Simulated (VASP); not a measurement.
# SnGeO2 (P4mm) in VASP: single point with PBE

Aim: the single point of SnGeO2 with PBE.

Everything below comes from runs of VASP 6.6.1. Logs are shortened: lines on timing, memory, paths and dates and some standing lists are left out, and cuts for length are marked.

## Step 1: The cell of the first run

The structure is tetragonal, space group P4mm (No. 99). Conventional cell: a = 3.748 Å, b = 3.748 Å, c = 4.807 Å, α = 90.00°, β = 90.00°, γ = 90.00°. Sn (site symmetry 4mm) has 4 O at 2.23 Å within 3.0 Å. Ge (site symmetry 4mm) has 4 O at 2.12 Å within 2.8 Å. Within 2.8 Å of O (site symmetry 2mm) lie 2 Ge at 2.12 Å and 2 Sn at 2.23 Å and 4 O at 2.65 Å.

## Step 2: Single point, PBE

INCAR reads:

```
PREC = Accurate
ENCUT = 1340
EDIFF = 1E-6
ISMEAR = 0
SIGMA = 0.02
LREAL = F
LASPH = T
NELM = 120
ALGO = Normal
ISIF = 2
LWAVE = F
LCHARG = F
GGA = PE
NBANDS = 28
GGA_COMPAT = F
```

KPOINTS reads:

```
regular mesh
0
Gamma
  8 8 6
```

POSCAR reads:

```
SnGeO2
1.0
    3.7482967000      0.0000000000      0.0000000000
    0.0000000000      3.7482967000      0.0000000000
    0.0000000000      0.0000000000      4.8073266000
Sn Ge O
1 1 2
Direct
    0.5000000000      0.5000000000      0.2405360000
    0.0000000000      0.0000000000      0.7829190000
    0.0000000000      0.5000000000      0.9882720000
    0.5000000000      0.0000000000      0.9882720000
```

Potentials or basis: VASP PAW PBE potentials, release 64 (Sn_d, Ge_d, O_h).

Started as:

```bash
cat potpaw_PBE.64/Sn_d/POTCAR potpaw_PBE.64/Ge_d/POTCAR potpaw_PBE.64/O_h/POTCAR > POTCAR
mpirun -np 1 vasp_std > vasp.out
```

OUTCAR:

```text
PREC = Accurate
   ENCUT = 1340
   EDIFF = 1E-6
   ISMEAR = 0
   LREAL = F
   LASPH = T
   NELM = 120
   ISIF = 2
   GGA = PE

 ion  position               nearest neighbor table
   1  0.500  0.500  0.241-   3 2.23   4 2.23   4 2.23   3 2.23
   2  0.000  0.000  0.783-   3 2.12   4 2.12   3 2.12   4 2.12
   3  0.000  0.500  0.988-   2 2.12   2 2.12   1 2.23   1 2.23
   4  0.500  0.000  0.988-   2 2.12   2 2.12   1 2.23   1 2.23

  LATTYP: Found a simple tetragonal cell.
 ALAT       =     3.7482967000
 C/A-ratio  =     1.2825363051

  Lattice vectors:

 A1 = (   3.7482967000,   0.0000000000,   0.0000000000)
 A2 = (   0.0000000000,   3.7482967000,   0.0000000000)
 A3 = (   0.0000000000,   0.0000000000,   4.8073266000)

Analysis of symmetry for initial positions (statically):
=====================================================================
 Subroutine PRICEL returns:
 Original cell was already a primitive cell.

 Routine SETGRP: Setting up the symmetry group for a
 simple tetragonal supercell.

 Subroutine GETGRP returns: Found  8 space group operations
 (whereof  8 operations were pure point group operations)
 out of a pool of 16 trial point group operations.

The static configuration has the point symmetry C_4v.

Analysis of symmetry for dynamics (positions and initial velocities):
=====================================================================
 Subroutine PRICEL returns:
 Original cell was already a primitive cell.

 Routine SETGRP: Setting up the symmetry group for a
 simple tetragonal supercell.

 Subroutine GETGRP returns: Found  8 space group operations
 (whereof  8 operations were pure point group operations)
 out of a pool of 16 trial point group operations.

The dynamic configuration has the point symmetry C_4v.

 Subroutine INISYM returns: Found  8 space group operations
 (whereof  8 operations are pure point group operations),
 and found     1 'primitive' translations

----------------------------------------------------------------------------------------

                                     Primitive cell

  volume of cell :      67.5416

  direct lattice vectors                    reciprocal lattice vectors
     3.748296700  0.000000000  0.000000000     0.266787845  0.000000000  0.000000000
     0.000000000  3.748296700  0.000000000     0.000000000  0.266787845  0.000000000
     0.000000000  0.000000000  4.807326600     0.000000000  0.000000000  0.208015823

  length of vectors
     3.748296700  3.748296700  4.807326600     0.266787845  0.266787845  0.208015823

  position of ions in fractional coordinates (direct lattice)
     0.500000000  0.500000000  0.240536000
     0.000000000  0.000000000  0.782919000
     0.000000000  0.500000000  0.988272000
     0.500000000  0.000000000  0.988272000

  ion indices of the primitive-cell ions
   primitive index   ion index
                 1           1
                 2           2
                 3           3
                 4           4

----------------------------------------------------------------------------------------

 KPOINTS: regular mesh

Automatic generation of k-mesh.
 Grid dimensions read from file:
 generate k-points for:    8    8    6

 Generating k-lattice:

  Cartesian coordinates                     Fractional coordinates (reciprocal lattice)
     0.033348481  0.000000000  0.000000000     0.125000000  0.000000000  0.000000000
     0.000000000  0.033348481  0.000000000     0.000000000  0.125000000  0.000000000
     0.000000000  0.000000000  0.034669304     0.000000000  0.000000000  0.166666667

  Length of vectors
     0.033348481  0.033348481  0.034669304

  Shift w.r.t. Gamma in fractional coordinates (k-lattice)
     0.000000000  0.000000000  0.000000000

 Subroutine IBZKPT returns following result:
 ===========================================

 Found     60 irreducible k-points:

 Following reciprocal coordinates:
            Coordinates               Weight
  0.000000  0.000000  0.000000      1.000000
  0.125000  0.000000  0.000000      4.000000
  0.250000  0.000000  0.000000      4.000000
  0.375000  0.000000  0.000000      4.000000
  0.500000  0.000000  0.000000      2.000000
  0.125000  0.125000  0.000000      4.000000
[... 16 lines left out ...]
  0.375000  0.125000  0.166667     16.000000
  0.500000  0.125000  0.166667      8.000000
 [... further k-points ...]
   k-points           NKPTS =     60   k-points in BZ     NKDIM =     60   number of bands    NBANDS=     28
   number of dos      NEDOS =    301   number of ions     NIONS =      4
   total plane-waves  NPLWV = 138240
   dimension x,y,z NGX =    48 NGY =   48 NGZ =   60
   dimension x,y,z NGXF=    96 NGYF=   96 NGZF=  120
   ions per type =               1   1   2
   NGX,Y,Z   is equivalent  to a cutoff of  21.29, 21.29, 20.75 a.u.
   NGXF,Y,Z  is equivalent  to a cutoff of  42.58, 42.58, 41.50 a.u.
 SYSTEM =  unknown system
   PREC   = accura    normal or accurate (medium, high low for compatibility)
   ISTART =      0    job   : 0-new  1-cont  2-samecut
   ICHARG =      2    charge: 1-file 2-atom 10-const
   ISPIN  =      1    spin polarized calculation?
   LNONCOLLINEAR =      F non collinear calculations
   LSORBIT =      F    spin-orbit coupling
   LASPH  =      T    aspherical Exc in radial PAW
   ENCUT  = 1340.0 eV  98.49 Ry    9.92 a.u.  11.19 11.19 14.35*2*pi/ulx,y,z
   NELM   =    120;   NELMIN=  2; NELMDL= -5     # of ELM steps
   EDIFF  = 0.1E-05   stopping-criterion for ELM
   LREAL  =      F    real-space projection
   EDIFFG = 0.1E-04   stopping-criterion for IOM
   NSW    =      0    number of steps for IOM
   IBRION =     -1    ionic relax: 0-MD 1-quasi-New 2-CG
   NFREE  =      0    steps in history (QN), initial steepest desc. (CG)
   ISIF   =      2    stress and relaxation
   ISYM   =      2    0-nonsym 1-usesym 2-fastsym
   POTIM  = 0.5000    time-step for ionic-motion
   TEBEG  =    0.0;   TEEND  =   0.0 temperature during run
   PSTRESS=    0.0 pullay stress
   NELECT =      40.0000    total number of electrons
   NUPDOWN=      -1.0000    fix difference up-down
   EMIN   =  10.00;   EMAX   =-10.00  energy-range for DOS
   EFERMI =   0.00;   METHOD = LEGACY
   ISMEAR =     0;   SIGMA  =   0.02  broadening in eV -4-tet -1-fermi 0-gaus
   EFERMI_NEDOS =   21; number of points for ismear=-14 and -15
   IALGO  =     38    algorithm
   IMIX   =      4    mixing-type and parameters
     AMIX     =   0.40;   BMIX     =  1.00
     AMIX_MAG =   1.60;   BMIX_MAG =  1.00
  volume/ion in A,a.u.               =      16.89       113.95
  Fermi-wavevector in a.u.,A,eV,Ry     =   1.374794  2.597984 25.715810  1.890059
  Thomas-Fermi vector in A             =   2.500188
   LORBIT       =      0    0 simple, 1 ext, 2 COOP (PROOUT), +10 PAW based schemes
   GGA     = PE    functional components
   LHFCALC =     F    Hartree Fock is set to
   AEXX    =    0.0000 exact exchange contribution
   IVDW    =     0    specifies the selected vdW correction
   LEPSILON=     F    determine dielectric tensor
   LRPA    =     F    only Hartree local field effects (RPA)
 non-spin polarized calculation
 Gauss-broadening in eV      SIGMA  =   0.02
  energy-cutoff  :     1340.00
  volume of cell :       67.54
 maximum number of plane-waves:      7554
 NGX is ok and might be reduce to    48
   NGX = 23   NGY = 23   NGZ = 29

 number of electron      39.9999999 magnetization

 Free energy of the ion-electron system (eV)
  ---------------------------------------------------
  ext. energy  EPLUGINS =         0.00000000
  ---------------------------------------------------
  free energy    TOTEN  =       -22.92827777 eV

  energy without entropy =      -22.92827777  energy(sigma->0) =      -22.92827777

 E-fermi :   5.6542     XC(G=0): -10.0940

 val. band max:        5.4639139811   @ k =   0.1250   0.1250   0.0000
 cond. band min:       6.4668606235   @ k =   0.5000   0.5000   0.0000
 fundamental gap:      1.0029466425
 Fermi energy:         5.6542137807

 k-point     1 :       0.0000    0.0000    0.0000
  band No.  band energies     occupation
      1     -19.0465      2.00000
      2     -18.9759      2.00000
      3     -18.9645      2.00000
      4     -18.9645      2.00000
      5     -18.9493      2.00000
      6     -15.7819      2.00000
[... 20 lines left out ...]
     27      13.3395      0.00000
     28      13.9610      0.00000

 k-point     2 :       0.1250    0.0000    0.0000
  band No.  band energies     occupation
      1     -19.0432      2.00000
      2     -18.9765      2.00000
      3     -18.9681      2.00000
      4     -18.9643      2.00000
      5     -18.9479      2.00000
      6     -15.7730      2.00000
[... 20 lines left out ...]
     27      13.5491      0.00000
     28      14.9899      0.00000

 k-point     3 :       0.2500    0.0000    0.0000
  band No.  band energies     occupation
      1     -19.0348      2.00000
      2     -18.9778      2.00000
      3     -18.9768      2.00000
      4     -18.9641      2.00000
      5     -18.9450      2.00000
      6     -15.7519      2.00000
[... 20 lines left out ...]
     27      13.8202      0.00000
     28      16.6317      0.00000

 k-point     4 :       0.3750    0.0000    0.0000
  band No.  band energies     occupation
      1     -19.0250      2.00000
      2     -18.9866      2.00000
      3     -18.9792      2.00000
      4     -18.9638      2.00000
      5     -18.9423      2.00000
      6     -15.7302      2.00000
[... 20 lines left out ...]
     27      14.2711      0.00000
     28      16.3302      0.00000

 k-point     5 :       0.5000    0.0000    0.0000
  band No.  band energies     occupation
      1     -19.0199      2.00000
      2     -18.9918      2.00000
      3     -18.9797      2.00000
      4     -18.9637      2.00000
      5     -18.9411      2.00000
      6     -15.7192      2.00000
[... 20 lines left out ...]
     27      14.9785      0.00000
     28      15.2143      0.00000

 k-point     6 :       0.1250    0.1250    0.0000
  band No.  band energies     occupation
      1     -19.0398      2.00000
      2     -18.9771      2.00000
      3     -18.9693      2.00000
      4     -18.9663      2.00000
      5     -18.9467      2.00000
      6     -15.7642      2.00000
[... 463 lines left out ...]
      5     -18.9466      2.00000
      6     -15.7640      2.00000
[... 20 lines left out ...]
     27      14.1155      0.00000
     28      15.6405      0.00000

 k-point    22 :       0.2500    0.1250    0.1667
  band No.  band energies     occupation
      1     -19.0314      2.00000
      2     -18.9786      2.00000
      3     -18.9769      2.00000
      4     -18.9667      2.00000
      5     -18.9441      2.00000
      6     -15.7437      2.00000
[... 20 lines left out ...]
     27      14.5414      0.00000
     28      16.1363      0.00000

 k-point    23 :       0.3750    0.1250    0.1667
  band No.  band energies     occupation
      1     -19.0216      2.00000
      2     -18.9866      2.00000
      3     -18.9798      2.00000
      4     -18.9663      2.00000
      5     -18.9416      2.00000
      6     -15.7248      2.00000
[... 20 lines left out ...]
     27      14.6208      0.00000
     28      15.3782      0.00000

 k-point    24 :       0.5000    0.1250    0.1667
  band No.  band energies     occupation
      1     -19.0163      2.00000
      2     -18.9919      2.00000
      3     -18.9804      2.00000
      4     -18.9662      2.00000
      5     -18.9406      2.00000
      6     -15.7180      2.00000
[... 20 lines left out ...]
     27      14.6456      0.00000
     28      15.1069      0.00000

 [... further k-points ...]

------------------------ aborting loop because EDIFF is reached ----------------------------------------

  FORCE on cell =-STRESS in cart. coord.  units (eV):
  Direction    XX          YY          ZZ          XY          YZ          ZX
  --------------------------------------------------------------------------------------
  -------------------------------------------------------------------------------------
  Total        0.0790371      0.0790371      0.0937375      0.0000000      0.0000000      0.0000000
  in kB        1.8748661      1.8748661      2.2235774      0.0000000      0.0000000      0.0000000
  external PRESSURE =       1.9911032 kB  Pullay stress =       0.0000000 kB

 VOLUME and BASIS-vectors are now :
 -----------------------------------------------------------------------------
  energy-cutoff  :     1340.00
  volume of cell :       67.54
      direct lattice vectors                 reciprocal lattice vectors
     3.748296700  0.000000000  0.000000000     0.266787845  0.000000000  0.000000000
     0.000000000  3.748296700  0.000000000     0.000000000  0.266787845  0.000000000
     0.000000000  0.000000000  4.807326600     0.000000000  0.000000000  0.208015823

 POSITION                                       TOTAL-FORCE (eV/Angst)
 -----------------------------------------------------------------------------------
      1.87415      1.87415      1.15634         0.000000     -0.000000      0.065669
      0.00000      0.00000      3.76375         0.000000      0.000000     -0.064326
      0.00000      1.87415      4.75095         0.000000      0.000000     -0.000672
      1.87415      0.00000      4.75095         0.000000      0.000000     -0.000672
 -----------------------------------------------------------------------------------
    total drift:                                0.000000      0.000000      0.000070

  FREE ENERGIE OF THE ION-ELECTRON SYSTEM (eV)
  ---------------------------------------------------
  free  energy   TOTEN  =       -22.9282777714 eV

  energy  without entropy=      -22.9282777714  energy(sigma->0) =      -22.92827777
```

Wall time 7.3 min (1 thread of AMD EPYC 7R13 (Zen 3), shared host); peak memory 0.66 GiB.

Results:

* Free energy: -22.9283 eV
* Pressure: 0.2 GPa
* Largest force: 0.066 eV/Å
* Band gap on the k mesh: 1.00 eV (least direct gap 2.21 eV)

Forces on the atoms (eV/Å):
```
Sn   0.000  0.000  0.066
Ge   0.000  0.000 -0.064
O    0.000  0.000 -0.001
O    0.000  0.000 -0.001
```

Levels at points of the mesh, in eV from the valence-band top:
```tsv
k point	band 16	band 17	band 18	band 19	band 20	band 21	band 22	band 23	band 24	band 25
(0.00, 0.00, 0.00)	-5.97	-2.91	-2.58	-2.58	-0.21	2.46	4.56	5.50	5.50	5.95
(0.50, 0.00, 0.00)	-4.57	-4.40	-4.13	-2.07	-1.98	2.91	4.14	5.60	6.16	6.71
(0.50, 0.50, 0.00)	-4.57	-1.98	-1.81	-1.73	-1.21	1.00	1.00	4.83	5.32	7.49
(0.00, 0.00, 0.50)	-3.30	-2.98	-2.60	-2.60	-1.45	1.57	3.68	3.68	4.21	8.36
(0.50, 0.00, 0.50)	-4.75	-4.75	-4.09	-1.21	-1.08	2.73	3.63	5.77	6.18	6.21
(0.50, 0.50, 0.50)	-4.97	-2.43	-2.05	-1.98	-1.73	3.31	3.31	4.47	4.47	5.76
```

Caveat: spin-orbit coupling is left out, which moves the levels of the heavy elements. A k mesh can miss the band edges.
